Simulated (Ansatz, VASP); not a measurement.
## BiTe in VASP and in Ansatz

```
Bi Te
1.0
     4.42200    0.00000    0.00000
    -2.21100    3.82956    0.00000
     0.00000    0.00000   24.05000
Bi Te
6 6
Cartesian
  0.0000 0.0000 3.0006
  0.0000 0.0000 21.0494
  0.0000 2.5530 7.0134
  2.2110 1.2765 17.0366
  2.2110 1.2765 11.1821
  0.0000 2.5530 12.8679
  0.0000 2.5530 1.2889
  2.2110 1.2765 22.7611
  2.2110 1.2765 5.0197
  0.0000 2.5530 19.0303
  0.0000 0.0000 8.7447
  0.0000 0.0000 15.3053
```

Alike in both runs: functional PBE; k mesh 11 × 11 × 2; occupations fermi-dirac, width 0.05 eV; no spin polarisation.

Ansatz relaxed the structure, and its values are those at the end. VASP's run is a single point on that final structure, the one shown.

```csv
,VASP,Ansatz
version,VASP 6.6.1,Ansatz 0.2.0
potentials or method,"VASP PAW PBE potentials, release 64 (Bi_d, Te)","plane-wave PAW, scalar-relativistic"
plane-wave cutoff (eV),520,420
valence electrons in the cell,126,186
```

```csv
,VASP,Ansatz,Ansatz less VASP
pressure (GPa),2.0,2.0,+0.03
rms of the force components (eV/Å),0.006,0.002,-0.0043
```

VASP's potentials hold 126 valence electrons a cell and Ansatz's 186, so a difference there can come from the potentials and not from the codes. Ansatz's warnings: stress scf threshold loose.

Neither program's run includes spin-orbit coupling.
